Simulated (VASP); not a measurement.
# Sn2Sb2Te (Fmm2) in VASP: notebook

Sn2Sb2Te is run at these levels: PBE; tasks: single point, relaxation of cell and atoms.

Everything below comes from runs of VASP 6.6.1. Logs are shortened: lines on timing, memory, paths and dates and some standing lists are left out, and cuts for length are marked.

### 1 The cell of the first run

The structure is orthorhombic, space group Fmm2 (No. 42). The conventional cell has a = 6.179 Å, b = 13.962 Å, c = 6.179 Å, α = 90.00°, β = 90.00°, γ = 90.00°. Within 3.4 Å of Sn (site symmetry m) lie 4 Sb at 2.56 to 2.57 Å. Sb (site symmetry 2) has 4 Sn at 2.56 to 2.57 Å and 4 Sb at 3.09 Å within 3.4 Å. Within 4.9 Å of Te (site symmetry mm2) lie 10 Sn at 3.75 to 4.83 Å and 8 Sb at 4.11 to 4.12 Å and 4 Te at 4.37 Å.

The cell was generated, and may not be a known phase.

### 2 Single point, PBE

Contents of INCAR:

```
ALGO = Normal
EDIFF = 1E-6
ENCUT = 520
GGA = PE
ISIF = 2
ISMEAR = 0
LASPH = T
LCHARG = T
LELF = T
LREAL = F
LVHAR = T
LWAVE = F
NBANDS = 30
NELM = 100
PREC = Accurate
SIGMA = 0.1
```

Contents of KPOINTS:

```
k-points
0
Gamma
  4 4 4
```

Contents of POSCAR:

```
Sn2Sb2Te
1.0
    0.0000000000      6.9809040300      3.0896237100
    3.0897083200      0.0000000000      3.0896237100
    3.0897083200      6.9809040300      0.0000000000
Sn Sb Te
2 2 1
Direct
    0.6529493200      0.3450803700      0.6549196300
    0.3450803700      0.6529493200      0.3470506800
    0.2481880100      0.2481880100      0.2518119900
    0.7481880100      0.7481880100      0.7518119900
    0.9955886400      0.9955886400      0.0044113600
```

Potentials or basis: VASP PAW PBE potentials, release 64 (Sn_d, Sb, Te).

The run is started by

```sh
cat potpaw_PBE.64/Sn_d/POTCAR potpaw_PBE.64/Sb/POTCAR potpaw_PBE.64/Te/POTCAR > POTCAR
mpirun -np 1 vasp_std > vasp.out
```

OUTCAR:

```text
EDIFF = 1E-6
   ENCUT = 520
   GGA = PE
   ISIF = 2
   ISMEAR = 0
   LASPH = T
   LREAL = F
   NELM = 100
   PREC = Accurate

 ion  position               nearest neighbor table
   1  0.653  0.345  0.655-   3 2.56   4 2.56   3 2.57   4 2.57
   2  0.345  0.653  0.347-   3 2.56   4 2.56   3 2.57   4 2.57
   3  0.248  0.248  0.252-   2 2.56   1 2.56   2 2.57   1 2.57   4 3.09   4 3.09   4 3.09   4 3.09

   4  0.748  0.748  0.752-   2 2.56   1 2.56   2 2.57   1 2.57   3 3.09   3 3.09   3 3.09   3 3.09

   5  0.996  0.996  0.004-

  LATTYP: Found a face centered orthorhombic cell.
 ALAT       =     6.1792474200
 B/A-ratio  =     1.0000273852
 C/A-ratio  =     2.2594673932

  Lattice vectors:

 A1 = (  -3.0897083200,  -6.9809040300,   0.0000000000)
 A2 = (   0.0000000000,  -6.9809040300,   3.0896237100)
 A3 = (  -3.0897083200,   0.0000000000,   3.0896237100)

Analysis of symmetry for initial positions (statically):
=====================================================================
 Subroutine PRICEL returns:
 Original cell was already a primitive cell.

 Routine SETGRP: Setting up the symmetry group for a
 face centered orthorhombic supercell.

 Subroutine GETGRP returns: Found  4 space group operations
 (whereof  4 operations were pure point group operations)
 out of a pool of  8 trial point group operations.

The static configuration has the point symmetry C_2v.

Analysis of symmetry for dynamics (positions and initial velocities):
=====================================================================
 Subroutine PRICEL returns:
 Original cell was already a primitive cell.

 Routine SETGRP: Setting up the symmetry group for a
 face centered orthorhombic supercell.

 Subroutine GETGRP returns: Found  4 space group operations
 (whereof  4 operations were pure point group operations)
 out of a pool of  8 trial point group operations.

The dynamic configuration has the point symmetry C_2v.

 Subroutine INISYM returns: Found  4 space group operations
 (whereof  4 operations are pure point group operations),
 and found     1 'primitive' translations

----------------------------------------------------------------------------------------

                                     Primitive cell

  volume of cell :     133.2799

  direct lattice vectors                    reciprocal lattice vectors
     0.000000000  6.980904030  3.089623710    -0.161827573  0.071623961  0.161832005
     3.089708320  0.000000000  3.089623710     0.161827573 -0.071623961  0.161832005
     3.089708320  6.980904030  0.000000000     0.161827573  0.071623961 -0.161832005

  length of vectors
     7.634055000  4.369447582  7.634089244     0.239807742  0.239807742  0.239807742

  position of ions in fractional coordinates (direct lattice)
     0.652949320  0.345080370  0.654919630
     0.345080370  0.652949320  0.347050680
     0.248188010  0.248188010  0.251811990
     0.748188010  0.748188010  0.751811990
     0.995588640  0.995588640  0.004411360

  ion indices of the primitive-cell ions
   primitive index   ion index
                 1           1
                 2           2
                 3           3
                 4           4
                 5           5

----------------------------------------------------------------------------------------

 KPOINTS: k-points

Automatic generation of k-mesh.
 Grid dimensions read from file:
 generate k-points for:    4    4    4

 Generating k-lattice:

  Cartesian coordinates                     Fractional coordinates (reciprocal lattice)
    -0.040456893  0.017905990  0.040458001     0.250000000 -0.000000000 -0.000000000
     0.040456893 -0.017905990  0.040458001    -0.000000000  0.250000000  0.000000000
     0.040456893  0.017905990 -0.040458001     0.000000000  0.000000000  0.250000000

  Length of vectors
     0.059951936  0.059951936  0.059951936

  Shift w.r.t. Gamma in fractional coordinates (k-lattice)
     0.000000000  0.000000000  0.000000000

 Subroutine IBZKPT returns following result:
 ===========================================

 Found     18 irreducible k-points:

 Following reciprocal coordinates:
            Coordinates               Weight
  0.000000  0.000000  0.000000      1.000000
  0.250000  0.000000 -0.000000      8.000000
  0.500000  0.000000 -0.000000      4.000000
  0.250000  0.250000  0.000000      2.000000
  0.500000  0.250000 -0.000000      8.000000
 -0.250000  0.250000  0.000000      4.000000
[... 10 lines left out ...]
 -0.250000  0.250000  0.500000      2.000000
  0.000000  0.500000  0.500000      1.000000
   k-points           NKPTS =     18   k-points in BZ     NKDIM =     18   number of bands    NBANDS=     30
   number of dos      NEDOS =    301   number of ions     NIONS =      5
   total plane-waves  NPLWV = 115200
   dimension x,y,z NGX =    60 NGY =   32 NGZ =   60
   dimension x,y,z NGXF=   120 NGYF=   64 NGZF=  120
   ions per type =               2   2   1
   NGX,Y,Z   is equivalent  to a cutoff of  13.07, 12.18, 13.07 a.u.
   NGXF,Y,Z  is equivalent  to a cutoff of  26.13, 24.35, 26.13 a.u.
 SYSTEM =  unknown system
   PREC   = accura    normal or accurate (medium, high low for compatibility)
   ISTART =      0    job   : 0-new  1-cont  2-samecut
   ICHARG =      2    charge: 1-file 2-atom 10-const
   ISPIN  =      1    spin polarized calculation?
   LNONCOLLINEAR =      F non collinear calculations
   LSORBIT =      F    spin-orbit coupling
   LASPH  =      T    aspherical Exc in radial PAW
   ENCUT  =  520.0 eV  38.22 Ry    6.18 a.u.  14.19  8.12 14.19*2*pi/ulx,y,z
   NELM   =    100;   NELMIN=  2; NELMDL= -5     # of ELM steps
   EDIFF  = 0.1E-05   stopping-criterion for ELM
   LREAL  =      F    real-space projection
   EDIFFG = 0.1E-04   stopping-criterion for IOM
   NSW    =      0    number of steps for IOM
   IBRION =     -1    ionic relax: 0-MD 1-quasi-New 2-CG
   NFREE  =      0    steps in history (QN), initial steepest desc. (CG)
   ISIF   =      2    stress and relaxation
   ISYM   =      2    0-nonsym 1-usesym 2-fastsym
   POTIM  = 0.5000    time-step for ionic-motion
   TEBEG  =    0.0;   TEEND  =   0.0 temperature during run
   PSTRESS=    0.0 pullay stress
   NELECT =      44.0000    total number of electrons
   NUPDOWN=      -1.0000    fix difference up-down
   EMIN   =  10.00;   EMAX   =-10.00  energy-range for DOS
   EFERMI =   0.00;   METHOD = LEGACY
   ISMEAR =     0;   SIGMA  =   0.10  broadening in eV -4-tet -1-fermi 0-gaus
   EFERMI_NEDOS =   21; number of points for ismear=-14 and -15
   IALGO  =     38    algorithm
   IMIX   =      4    mixing-type and parameters
     AMIX     =   0.40;   BMIX     =  1.00
     AMIX_MAG =   1.60;   BMIX_MAG =  1.00
  volume/ion in A,a.u.               =      26.66       179.88
  Fermi-wavevector in a.u.,A,eV,Ry     =   1.131456  2.138141 17.418063  1.280192
  Thomas-Fermi vector in A             =   2.268155
   LORBIT       =      0    0 simple, 1 ext, 2 COOP (PROOUT), +10 PAW based schemes
   GGA     = PE    functional components
   LHFCALC =     F    Hartree Fock is set to
   AEXX    =    0.0000 exact exchange contribution
   IVDW    =     0    specifies the selected vdW correction
   LEPSILON=     F    determine dielectric tensor
   LRPA    =     F    only Hartree local field effects (RPA)
 non-spin polarized calculation
 Gauss-broadening in eV      SIGMA  =   0.10
  energy-cutoff  :      520.00
  volume of cell :      133.28
 maximum number of plane-waves:      3621
 NGX is ok and might be reduce to    60
   NGX = 29   NGY = 17   NGZ = 29

 number of electron      43.9999991 magnetization

 Free energy of the ion-electron system (eV)
  ---------------------------------------------------
  ext. energy  EPLUGINS =         0.00000000
  ---------------------------------------------------
  free energy    TOTEN  =       -11.66970476 eV

  energy without entropy =      -11.64925960  energy(sigma->0) =      -11.65948218

 E-fermi :   8.1173     XC(G=0): -10.0404

 val. band max:        8.1170373116   @ k =  -0.2500   0.0000   0.2500
 cond. band min:       8.1198592738   @ k =   0.5000   0.0000  -0.0000
 fundamental gap:      0.0028219621
 Fermi energy:         8.1172557586

 k-point     1 :       0.0000    0.0000    0.0000
  band No.  band energies     occupation
      1     -13.8808      2.00000
      2     -13.8254      2.00000
      3     -13.8253      2.00000
      4     -13.8198      2.00000
      5     -13.7814      2.00000
      6     -13.7814      2.00000
[... 22 lines left out ...]
     29      13.2972      0.00000
     30      13.3503      0.00000

 k-point     2 :       0.2500    0.0000   -0.0000
  band No.  band energies     occupation
      1     -13.8745      2.00000
      2     -13.8197      2.00000
      3     -13.8183      2.00000
      4     -13.8143      2.00000
      5     -13.7966      2.00000
      6     -13.7886      2.00000
[... 22 lines left out ...]
     29      13.1785      0.00000
     30      13.7730      0.00000

 k-point     3 :       0.5000    0.0000   -0.0000
  band No.  band energies     occupation
      1     -13.8493      2.00000
      2     -13.8487      2.00000
      3     -13.8055      2.00000
      4     -13.8045      2.00000
      5     -13.8015      2.00000
      6     -13.8010      2.00000
[... 22 lines left out ...]
     29      13.2255      0.00000
     30      13.6660      0.00000

 k-point     4 :       0.2500    0.2500    0.0000
  band No.  band energies     occupation
      1     -13.8740      2.00000
      2     -13.8292      2.00000
      3     -13.8110      2.00000
      4     -13.8073      2.00000
      5     -13.8027      2.00000
      6     -13.7762      2.00000
[... 418 lines left out ...]
     29      13.2101      0.00000
     30      13.3126      0.00000

 k-point    17 :      -0.2500    0.2500    0.5000
  band No.  band energies     occupation
      1     -13.8747      2.00000
      2     -13.8279      2.00000
      3     -13.8117      2.00000
      4     -13.8072      2.00000
      5     -13.8040      2.00000
      6     -13.7749      2.00000
[... 22 lines left out ...]
     29      13.5373      0.00000
     30      13.8055      0.00000

 k-point    18 :       0.0000    0.5000    0.5000
  band No.  band energies     occupation
      1     -13.8703      2.00000
      2     -13.8689      2.00000
      3     -13.7939      2.00000
      4     -13.7939      2.00000
      5     -13.7715      2.00000
      6     -13.7700      2.00000
[... 22 lines left out ...]
     29      15.0486      0.00000
     30      15.4884      0.00000

------------------------ aborting loop because EDIFF is reached ----------------------------------------

  FORCE on cell =-STRESS in cart. coord.  units (eV):
  Direction    XX          YY          ZZ          XY          YZ          ZX
  --------------------------------------------------------------------------------------
  -------------------------------------------------------------------------------------
  Total       31.2569289     19.2165059     31.2546043      0.0000000      0.0000000      0.0000000
  in kB      375.7440847    231.0044107    375.7161401      0.0000000      0.0000000      0.0000000
  external PRESSURE =     327.4882118 kB  Pullay stress =       0.0000000 kB

 VOLUME and BASIS-vectors are now :
 -----------------------------------------------------------------------------
  energy-cutoff  :      520.00
  volume of cell :      133.28
      direct lattice vectors                 reciprocal lattice vectors
     0.000000000  6.980904030  3.089623710    -0.161827573  0.071623961  0.161832005
     3.089708320  0.000000000  3.089623710     0.161827573 -0.071623961  0.161832005
     3.089708320  6.980904030  0.000000000     0.161827573  0.071623961 -0.161832005

 POSITION                                       TOTAL-FORCE (eV/Angst)
 -----------------------------------------------------------------------------------
      3.08971      9.13011      3.08354         0.000000     -8.104371     -0.052012
      3.08971      4.83170      3.08354         0.000000      8.104371     -0.052012
      1.54485      3.49045      1.53362         0.000000      0.000000      0.064761
      4.63456     10.47136      4.62324        -0.000000     -0.000000      0.064761
      3.08971      6.98090      6.15199         0.000000      0.000000     -0.025498
 -----------------------------------------------------------------------------------
    total drift:                                0.000001     -0.000012     -0.000224

  FREE ENERGIE OF THE ION-ELECTRON SYSTEM (eV)
  ---------------------------------------------------
  free  energy   TOTEN  =       -11.6697047577 eV

  energy  without entropy=      -11.6492596004  energy(sigma->0) =      -11.65948218
```

It took 2.7 min on 1 thread of Intel Xeon 8259CL, shared host; peak memory 0.36 GiB.

Results:

```
Free energy            : -11.6697 eV
Pressure               : 32.7 GPa
Largest force          : 8.105 eV/Å
Band gap on the k mesh : zero (bands 22 and 23 overlap by 0.55 eV)
```

Forces in eV/Å, atoms in the order of the input:
```
Sn   0.000 -8.104 -0.052
Sn   0.000  8.104 -0.052
Sb   0.000  0.000  0.065
Sb   0.000  0.000  0.065
Te   0.000  0.000 -0.025
```

Levels at points of the mesh, in eV from the Fermi level:
| k point | band 20 | band 21 | band 22 | band 23 | band 24 | band 25 |
| --- | --- | --- | --- | --- | --- | --- |
| (0.00, 0.00, 0.00) | -1.35 | -0.18 | 0.32 | 0.32 | 0.65 | 2.28 |
| (0.50, 0.00, 0.00) | -2.50 | -0.57 | -0.11 | 0.00 | 0.85 | 3.06 |
| (0.50, 0.50, 0.00) | -1.98 | -0.89 | -0.77 | 2.34 | 2.91 | 4.14 |
| (0.50, 0.00, 0.50) | -0.72 | -0.40 | -0.23 | -0.23 | -0.08 | 0.21 |
| (0.00, 0.50, 0.50) | -1.99 | -0.89 | -0.77 | 2.34 | 2.91 | 4.14 |

Caveat: the k points lie up to 0.38 Å⁻¹ apart, too coarse for converged energies and pressures of a metal; spin-orbit coupling is left out, which moves the levels of the heavy elements; forces of over 1 eV/Å act on the atoms, so gaps and moduli don't describe the material at rest.

### 3 Relaxation of cell and atoms, PBE

Contents of INCAR:

```
PREC = Accurate ; ENCUT = 600
EDIFF = 1E-6 ; ISMEAR = 0
SIGMA = 0.1 ; LREAL = False
LASPH = True ; NELM = 100
ALGO = Normal ; ISIF = 3
LWAVE = False ; LCHARG = False
GGA = PE ; IBRION = 2
NSW = 90 ; EDIFFG = -0.04
```

Contents of KPOINTS:

```
regular mesh
0
Gamma
  4 4 4
```

POSCAR is that of step 2.

Potentials or basis: VASP PAW PBE potentials, release 64 (Sn_d, Sb, Te).

The run is started by

```sh
cat potpaw_PBE.64/Sn_d/POTCAR potpaw_PBE.64/Sb/POTCAR potpaw_PBE.64/Te/POTCAR > POTCAR
mpirun -np 1 vasp_std > vasp.out
```

It took 49 min on 1 thread of Intel Xeon 8259CL, shared host; peak memory 0.47 GiB.

Results (log left out):

```yaml
Free_energy: -19.0610 eV
Relaxed_volume: 30.60 Å³/atom
Relaxed_cell: a = 8.869 Å, b = 4.285 Å, c = 8.869 Å, α = 76.03°, β = 27.96°, γ = 76.02°
Space_group_after_relaxing_to_0.1_Å: Fmm2 (No. 42)
Energy_gained_by_relaxing: 1478.2 meV/atom
Ionic_steps: 26
Pressure_after_relaxing: 0.0 GPa
Largest_force_after_relaxing: 0.025 eV/Å
Band_gap_on_the_k_mesh: zero (bands 22 and 23 overlap by 1.36 eV)
```

Forces in eV/Å, atoms in the order of the input:
```
Sn   0.000 -0.022  0.011
Sn   0.000  0.022  0.011
Sb   0.000  0.000 -0.008
Sb   0.000  0.000 -0.008
Te   0.000  0.000 -0.007
```

Stress tensor (GPa, compression positive):
```
 0.03  0.00  0.00
 0.00 -0.12  0.00
 0.00  0.00  0.03
```

Step by step:
```tsv
step	energy change (eV)	largest force (eV/Å)	pressure (GPa)	volume (Å³)
1	0.0000	8.1040	32.76	133.28
2	-3.1547	0.6127	-5.91	267.72
3	-5.4571	1.1309	-1.76	191.71
4	-5.4648	1.2276	-1.41	189.69
5	-5.4664	1.3377	-1.00	187.46
6	-5.6720	1.3777	-0.96	182.83
7	-6.2475	1.1924	-0.62	169.30
8	-7.1170	0.2671	3.39	143.83
9	-7.2331	0.3096	2.67	145.12
10	-7.2567	0.6055	2.38	145.93
11	-7.2588	0.6670	2.27	146.19
12	-7.3331	0.4048	0.97	149.66
13	-7.3694	0.2053	-0.36	153.90
14	-7.3707	0.1736	-0.63	154.85
15	-7.3815	0.0980	-0.30	153.82
16	-7.3878	0.0141	0.16	152.46
17	-7.3879	0.0224	0.26	152.22
18	-7.3892	0.0361	0.09	152.75
19	-7.3895	0.0464	-0.02	153.15
20	-7.3895	0.0472	-0.04	153.18
21	-7.3897	0.0461	-0.02	153.12
22	-7.3902	0.0464	0.03	152.92
23	-7.3903	0.0447	0.15	152.54
24	-7.3904	0.0468	0.10	152.72
25	-7.3906	0.0404	0.07	152.80
26	-7.3909	0.0248	-0.02	153.02
```

Final structure:
```cif
data_structure
_symmetry_space_group_name_H-M 'P 1'
_symmetry_Int_Tables_number 1
_cell_length_a 8.8693
_cell_length_b 4.2846
_cell_length_c 8.8688
_cell_angle_alpha 76.029
_cell_angle_beta 27.956
_cell_angle_gamma 76.015
_cell_volume 153.02
loop_
_atom_site_label
_atom_site_type_symbol
_atom_site_fract_x
_atom_site_fract_y
_atom_site_fract_z
_atom_site_occupancy
Sn1 Sn 0.59650 0.40621 0.59379 1
Sn2 Sn 0.40621 0.59650 0.40350 1
Sb1 Sb 0.24736 0.24736 0.25264 1
Sb2 Sb 0.74736 0.74736 0.75264 1
Te1 Te 0.99256 0.99256 0.00744 1
```

Levels at points of the mesh, in eV from the Fermi level:
| k point | band 19 | band 20 | band 21 | band 22 | band 23 | band 24 | band 25 | band 26 |
| --- | --- | --- | --- | --- | --- | --- | --- | --- |
| (0.00, 0.00, 0.00) | -2.06 | -2.06 | -0.34 | -0.27 | 0.96 | 2.39 | 2.69 | 2.70 |
| (0.50, 0.00, 0.00) | -0.99 | -0.93 | -0.73 | -0.25 | 0.01 | 0.35 | 1.19 | 1.38 |
| (0.50, 0.50, 0.00) | -4.03 | -2.61 | -1.60 | -1.25 | -0.31 | -0.12 | 2.44 | 2.88 |
| (0.50, 0.00, 0.50) | -1.78 | -1.78 | -0.64 | 1.05 | 1.36 | 1.36 | 1.50 | 3.50 |
| (0.00, 0.50, 0.50) | -4.03 | -2.61 | -1.61 | -1.26 | -0.30 | -0.12 | 2.45 | 2.96 |

Caveat: the k points lie up to 0.38 Å⁻¹ apart in the final cell, too coarse for converged energies and pressures of a metal; a cell axis changed by over 15 % at a fixed basis, so the end point is rough; spin-orbit coupling is left out, which moves the levels of the heavy elements.

The gap in the log of VASP goes by the Fermi energy; the results here count the filled bands.